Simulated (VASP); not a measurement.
# Cd3SeS2 (P1) in VASP: single point with PBE

Aim: the single point of Cd3SeS2 with PBE.

All numbers are computed with VASP 6.6.1; they aren't measurements. Logs are shortened: lines on timing, memory, paths and dates and some standing lists are left out, and cuts for length are marked.

### Step 1. The cell of the first run

The typed cell holds 12 atoms: a = 4.268 Å, b = 8.532 Å, c = 9.475 Å, α = 103.05°, β = 103.10°, γ = 90.01°.

### Step 2. Single point, PBE

INCAR

```
ALGO     = Normal         # electronic algorithm
EDIFF    = 1E-6           # SCF threshold, eV
ENCUT    = 520            # plane-wave cutoff, eV
GGA      = PE             # functional
ISIF     = 2              # what is computed and relaxed
ISMEAR   = 0              # smearing method
LASPH    = True           # aspherical terms in the spheres
LCHARG   = True           # write CHGCAR
LELF     = True           # ELF
LREAL    = False          # projectors in reciprocal space
LVHAR    = True         
LWAVE    = False          # write WAVECAR
NBANDS   = 66             # bands
NELM     = 80             # most SCF steps
PREC     = Accurate       # precision mode
SIGMA    = 0.1            # smearing width, eV
```

KPOINTS

```
k-points
0
Gamma
  4 2 4
```

POSCAR

```
Cd3SeS2
1.0
    4.2678439495      0.0005310450      0.0034933369
   -0.0010879973     -8.5322969355      0.0030027225
   -2.1404316279      2.1359274240     -8.9793196223
Cd Se S
6 2 4
Direct
    0.1592658773      0.5806003702      0.3215959072
    0.1606904602      0.0804372359      0.3226349683
    0.5010500830      0.7495023480      0.0001806004
    0.5018568904      0.2496793464      0.0000664940
    0.8418768821      0.9193042720      0.6781486000
    0.8368340186      0.4199065176      0.6774078407
    0.2520819528      0.8748985550      0.5001560627
    0.2477706483      0.3751990427      0.4997571843
    0.9201048661      0.7102784737      0.8395505653
    0.9203015268      0.2100543873      0.8392587541
    0.5789245655      0.5402249975      0.1605268251
    0.5792422289      0.0399144537      0.1607161978
```

Potentials or basis: VASP PAW PBE potentials, release 64 (Cd, Se, S).

Launch:

```
$ cat potpaw_PBE.64/Cd/POTCAR potpaw_PBE.64/Se/POTCAR potpaw_PBE.64/S/POTCAR > POTCAR
$ mpirun -np 1 vasp_std > vasp.out
```

OUTCAR:

```text
EDIFF = 1E-6
   ENCUT = 520
   GGA = PE
   ISIF = 2
   ISMEAR = 0
   LASPH = True
   LREAL = False
   NELM = 80
   PREC = Accurate

 ion  position               nearest neighbor table
   1  0.159  0.581  0.322-  11 2.58  11 2.58   7 2.67   8 2.67
   2  0.161  0.080  0.323-  12 2.58  12 2.58   8 2.66   7 2.66
   3  0.501  0.750  0.000-  11 2.57   9 2.58  12 2.58   9 2.58
   4  0.502  0.250  0.000-  10 2.57  12 2.58  11 2.58  10 2.58
   5  0.842  0.919  0.678-   9 2.58  10 2.58   7 2.67   7 2.67
   6  0.837  0.420  0.677-   9 2.58  10 2.58   8 2.66   8 2.67
   7  0.252  0.875  0.500-   2 2.66   1 2.67   5 2.67   5 2.67
   8  0.248  0.375  0.500-   6 2.66   2 2.66   6 2.67   1 2.67
   9  0.920  0.710  0.840-   5 2.58   3 2.58   3 2.58   6 2.58
  10  0.920  0.210  0.839-   4 2.57   4 2.58   5 2.58   6 2.58
  11  0.579  0.540  0.161-   3 2.57   1 2.58   4 2.58   1 2.58
  12  0.579  0.040  0.161-   4 2.58   3 2.58   2 2.58   2 2.58

  LATTYP: Found a triclinic cell.
 ALAT       =    11.2235816696
 B/A-ratio  =     0.3802569926
 C/A-ratio  =     0.7602116494
 COS(alpha) =     0.0002516563
 COS(beta)  =     0.1907557232
 COS(gamma) =     0.5691744485

  Lattice vectors:

 A1 = (  -6.3952562711,  -2.1369895140,   8.9723329485)
 A2 = (  -4.2678439495,  -0.0005310450,  -0.0034933369)
 A3 = (  -0.0010879973,  -8.5322969355,   0.0030027225)

Analysis of symmetry for initial positions (statically):
=====================================================================
 Subroutine PRICEL returns:
 Original cell was already a primitive cell.

 Routine SETGRP: Setting up the symmetry group for a
 triclinic supercell.

 Subroutine GETGRP returns: Found  1 space group operations
 (whereof  1 operations were pure point group operations)
 out of a pool of  2 trial point group operations.

The static configuration has the point symmetry C_1 .

Analysis of symmetry for dynamics (positions and initial velocities):
=====================================================================
 Subroutine PRICEL returns:
 Original cell was already a primitive cell.

 Routine SETGRP: Setting up the symmetry group for a
 triclinic supercell.

 Subroutine GETGRP returns: Found  1 space group operations
 (whereof  1 operations were pure point group operations)
 out of a pool of  2 trial point group operations.

The dynamic configuration has the point symmetry C_1 .

 Subroutine INISYM returns: Found  1 space group operations
 (whereof  1 operations are pure point group operations),
 and found     1 'primitive' translations

----------------------------------------------------------------------------------------

                                     Primitive cell

  volume of cell :     326.8864

  direct lattice vectors                    reciprocal lattice vectors
     4.267843949  0.000531045  0.003493337     0.234356090 -0.000049548 -0.055876062
    -0.001087997 -8.532296935  0.003002722     0.000037413 -0.117211555 -0.027890248
    -2.140431628  2.135927424 -8.979319622     0.000091187 -0.000039215 -0.111398077

  length of vectors
     4.267845412  8.532297533  9.474798910     0.240925120  0.120484090  0.111398121

  position of ions in fractional coordinates (direct lattice)
     0.159265877  0.580600370  0.321595907
     0.160690460  0.080437236  0.322634968
     0.501050083  0.749502348  0.000180600
     0.501856890  0.249679346  0.000066494
     0.841876882  0.919304272  0.678148600
     0.836834019  0.419906518  0.677407841
     0.252081953  0.874898555  0.500156063
     0.247770648  0.375199043  0.499757184
     0.920104866  0.710278474  0.839550565
     0.920301527  0.210054387  0.839258754
     0.578924566  0.540224997  0.160526825
     0.579242229  0.039914454  0.160716198

  ion indices of the primitive-cell ions
   primitive index   ion index
                 1           1
                 2           2
                 3           3
                 4           4
                 5           5
                 6           6
                 7           7
                 8           8
                 9           9
                10          10
                11          11
                12          12

----------------------------------------------------------------------------------------

 KPOINTS: k-points

Automatic generation of k-mesh.
 Grid dimensions read from file:
 generate k-points for:    4    2    4

 Generating k-lattice:

  Cartesian coordinates                     Fractional coordinates (reciprocal lattice)
     0.058589022 -0.000012387 -0.013969015     0.250000000 -0.000000000  0.000000000
     0.000018707 -0.058605777 -0.013945124    -0.000000000  0.500000000  0.000000000
     0.000022797 -0.000009804 -0.027849519    -0.000000000 -0.000000000  0.250000000

  Length of vectors
     0.060231280  0.060242045  0.027849530

  Shift w.r.t. Gamma in fractional coordinates (k-lattice)
     0.000000000  0.000000000  0.000000000

 Subroutine IBZKPT returns following result:
 ===========================================

 Found     20 irreducible k-points:

 Following reciprocal coordinates:
            Coordinates               Weight
  0.000000  0.000000  0.000000      1.000000
  0.250000 -0.000000 -0.000000      2.000000
  0.500000 -0.000000 -0.000000      1.000000
 -0.000000  0.500000  0.000000      1.000000
  0.250000  0.500000 -0.000000      2.000000
  0.500000  0.500000  0.000000      1.000000
[... 12 lines left out ...]
  0.250000  0.500000  0.500000      2.000000
  0.500000  0.500000  0.500000      1.000000
   k-points           NKPTS =     20   k-points in BZ     NKDIM =     20   number of bands    NBANDS=     66
   number of dos      NEDOS =    301   number of ions     NIONS =     12
   total plane-waves  NPLWV = 143360
   dimension x,y,z NGX =    32 NGY =   64 NGZ =   70
   dimension x,y,z NGXF=    64 NGYF=  128 NGZF=  140
   ions per type =               6   2   4
   NGX,Y,Z   is equivalent  to a cutoff of  12.47, 12.47, 12.28 a.u.
   NGXF,Y,Z  is equivalent  to a cutoff of  24.93, 24.94, 24.56 a.u.
 SYSTEM =  unknown system
   PREC   = accura    normal or accurate (medium, high low for compatibility)
   ISTART =      0    job   : 0-new  1-cont  2-samecut
   ICHARG =      2    charge: 1-file 2-atom 10-const
   ISPIN  =      1    spin polarized calculation?
   LNONCOLLINEAR =      F non collinear calculations
   LSORBIT =      F    spin-orbit coupling
   LASPH  =      T    aspherical Exc in radial PAW
   ENCUT  =  520.0 eV  38.22 Ry    6.18 a.u.   7.94 15.86 17.62*2*pi/ulx,y,z
   NELM   =     80;   NELMIN=  2; NELMDL= -5     # of ELM steps
   EDIFF  = 0.1E-05   stopping-criterion for ELM
   LREAL  =      F    real-space projection
   EDIFFG = 0.1E-04   stopping-criterion for IOM
   NSW    =      0    number of steps for IOM
   IBRION =     -1    ionic relax: 0-MD 1-quasi-New 2-CG
   NFREE  =      0    steps in history (QN), initial steepest desc. (CG)
   ISIF   =      2    stress and relaxation
   ISYM   =      2    0-nonsym 1-usesym 2-fastsym
   POTIM  = 0.5000    time-step for ionic-motion
   TEBEG  =    0.0;   TEEND  =   0.0 temperature during run
   PSTRESS=    0.0 pullay stress
   NELECT =     108.0000    total number of electrons
   NUPDOWN=      -1.0000    fix difference up-down
   EMIN   =  10.00;   EMAX   =-10.00  energy-range for DOS
   EFERMI =   0.00;   METHOD = LEGACY
   ISMEAR =     0;   SIGMA  =   0.10  broadening in eV -4-tet -1-fermi 0-gaus
   EFERMI_NEDOS =   21; number of points for ismear=-14 and -15
   IALGO  =     38    algorithm
   IMIX   =      4    mixing-type and parameters
     AMIX     =   0.40;   BMIX     =  1.00
     AMIX_MAG =   1.60;   BMIX_MAG =  1.00
  volume/ion in A,a.u.               =      27.24       183.83
  Fermi-wavevector in a.u.,A,eV,Ry     =   1.131750  2.138697 17.427131  1.280858
  Thomas-Fermi vector in A             =   2.268450
   LORBIT       =      0    0 simple, 1 ext, 2 COOP (PROOUT), +10 PAW based schemes
   GGA     = PE    functional components
   LHFCALC =     F    Hartree Fock is set to
   AEXX    =    0.0000 exact exchange contribution
   IVDW    =     0    specifies the selected vdW correction
   LEPSILON=     F    determine dielectric tensor
   LRPA    =     F    only Hartree local field effects (RPA)
 non-spin polarized calculation
 Gauss-broadening in eV      SIGMA  =   0.10
  energy-cutoff  :      520.00
  volume of cell :      326.89
 maximum number of plane-waves:      8836
   NGX = 15   NGY = 31   NGZ = 35

 number of electron     107.9999987 magnetization

 Free energy of the ion-electron system (eV)
  ---------------------------------------------------
  ext. energy  EPLUGINS =         0.00000000
  ---------------------------------------------------
  free energy    TOTEN  =       -35.45936700 eV

  energy without entropy =      -35.45936700  energy(sigma->0) =      -35.45936700

 E-fermi :   1.2184     XC(G=0):  -8.8248

 val. band max:        0.8156754166   @ k =   0.0000   0.0000   0.0000
 cond. band min:       1.6133624303   @ k =   0.0000   0.0000   0.0000
 fundamental gap:      0.7976870137
 Fermi energy:         1.2184124835

 k-point     1 :       0.0000    0.0000    0.0000
  band No.  band energies     occupation
      1     -11.3747      2.00000
      2     -11.0408      2.00000
      3     -11.0352      2.00000
      4     -11.0039      2.00000
      5     -10.9954      2.00000
      6     -10.9825      2.00000
[... 58 lines left out ...]
     65       7.1127      0.00000
     66       7.1309      0.00000

 k-point     2 :       0.2500   -0.0000   -0.0000
  band No.  band energies     occupation
      1     -11.2387      2.00000
      2     -11.0328      2.00000
      3     -10.9804      2.00000
      4     -10.9546      2.00000
      5     -10.9405      2.00000
      6     -10.9354      2.00000
[... 1300 lines left out ...]
     65       6.4493      0.00000
     66       6.4636      0.00000

------------------------ aborting loop because EDIFF is reached ----------------------------------------

  FORCE on cell =-STRESS in cart. coord.  units (eV):
  Direction    XX          YY          ZZ          XY          YZ          ZX
  --------------------------------------------------------------------------------------
  -------------------------------------------------------------------------------------
  Total        0.5238035      0.5988844      0.5236990     -0.0052663      0.0107844     -0.0731075
  in kB        2.5673328      2.9353292      2.5668209     -0.0258117      0.0528579     -0.3583241
  external PRESSURE =       2.6898276 kB  Pullay stress =       0.0000000 kB

 VOLUME and BASIS-vectors are now :
 -----------------------------------------------------------------------------
  energy-cutoff  :      520.00
  volume of cell :      326.89
      direct lattice vectors                 reciprocal lattice vectors
     4.267843949  0.000531045  0.003493337     0.234356090 -0.000049548 -0.055876062
    -0.001087997 -8.532296935  0.003002722     0.000037413 -0.117211555 -0.027890248
    -2.140431628  2.135927424 -8.979319622     0.000091187 -0.000039215 -0.111398077

 POSITION                                       TOTAL-FORCE (eV/Angst)
 -----------------------------------------------------------------------------------
     -0.00926     -4.26686     -2.88541         0.009279      0.001509     -0.015159
     -0.00486      0.00290     -2.89624        -0.001878      0.001247      0.020392
      2.13720     -6.39432      0.00238        -0.003323     -0.022487      0.009875
      2.14143     -2.12993      0.00191        -0.012219      0.004043      0.008412
      2.14047     -6.39485     -6.08361        -0.004623     -0.016329      0.008531
      2.12107     -2.13543     -6.07848         0.004967      0.011097     -0.017330
      0.00434     -6.39646     -4.48755        -0.005754      0.003960     -0.003812
     -0.01266     -2.13373     -4.48549         0.002222     -0.008525      0.000289
      2.12909     -4.26660     -7.53325        -0.002410      0.023377      0.012211
      2.13110      0.00084     -7.53213         0.005213     -0.010234      0.016031
      2.12658     -4.26618     -1.43778        -0.000424      0.018361     -0.015847
      2.12807      0.00302     -1.44098         0.008949     -0.006021     -0.023594
 -----------------------------------------------------------------------------------
    total drift:                               -0.000345     -0.000175      0.000129

  FREE ENERGIE OF THE ION-ELECTRON SYSTEM (eV)
  ---------------------------------------------------
  free  energy   TOTEN  =       -35.4593670004 eV

  energy  without entropy=      -35.4593669998  energy(sigma->0) =      -35.45936700
```

Wall time 14 min (1 thread of Intel Xeon Platinum 8375C at 2.90GHz (Ice Lake), shared host); peak memory 0.55 GiB.

What came out:

```yaml
Free_energy: -35.4594 eV
Pressure: 0.3 GPa
Largest_force: 0.026 eV/Å
Band_gap_on_the_k_mesh: 0.80 eV
```

Forces on the atoms (eV/Å):
```
Cd   0.009  0.002 -0.015
Cd  -0.002  0.001  0.020
Cd  -0.003 -0.022  0.010
Cd  -0.012  0.004  0.008
Cd  -0.005 -0.016  0.009
Cd   0.005  0.011 -0.017
Se  -0.006  0.004 -0.004
Se   0.002 -0.009  0.000
S   -0.002  0.023  0.012
S    0.005 -0.010  0.016
S    0.000  0.018 -0.016
S    0.009 -0.006 -0.024
```

Levels at points of the mesh, in eV from the valence-band top:
| k point | band 51 | band 52 | band 53 | band 54 | band 55 | band 56 | band 57 | band 58 |
| --- | --- | --- | --- | --- | --- | --- | --- | --- |
| (0.00, 0.00, 0.00) | -0.38 | -0.04 | 0.00 | 0.00 | 0.80 | 2.67 | 3.51 | 3.58 |
| (0.50, 0.00, 0.00) | -0.93 | -0.92 | -0.70 | -0.38 | 2.67 | 3.44 | 3.51 | 3.58 |
| (0.00, 0.50, 0.00) | -0.59 | -0.58 | -0.16 | -0.16 | 2.40 | 2.41 | 3.49 | 3.49 |
| (0.50, 0.50, 0.00) | -1.22 | -1.22 | -1.14 | -1.13 | 3.85 | 3.85 | 3.99 | 3.99 |
| (0.00, 0.00, 0.50) | -0.70 | -0.38 | -0.34 | -0.33 | 2.45 | 2.54 | 2.66 | 3.45 |
| (0.50, 0.00, 0.50) | -0.93 | -0.92 | -0.71 | -0.38 | 2.66 | 3.44 | 3.52 | 3.59 |
| (0.00, 0.50, 0.50) | -0.39 | -0.39 | -0.28 | -0.28 | 2.45 | 2.46 | 2.87 | 2.88 |
| (0.50, 0.50, 0.50) | -1.22 | -1.21 | -1.15 | -1.14 | 3.85 | 3.86 | 3.99 | 3.99 |

Caveat: semilocal functionals underestimate gaps, and a narrow one can read as zero.
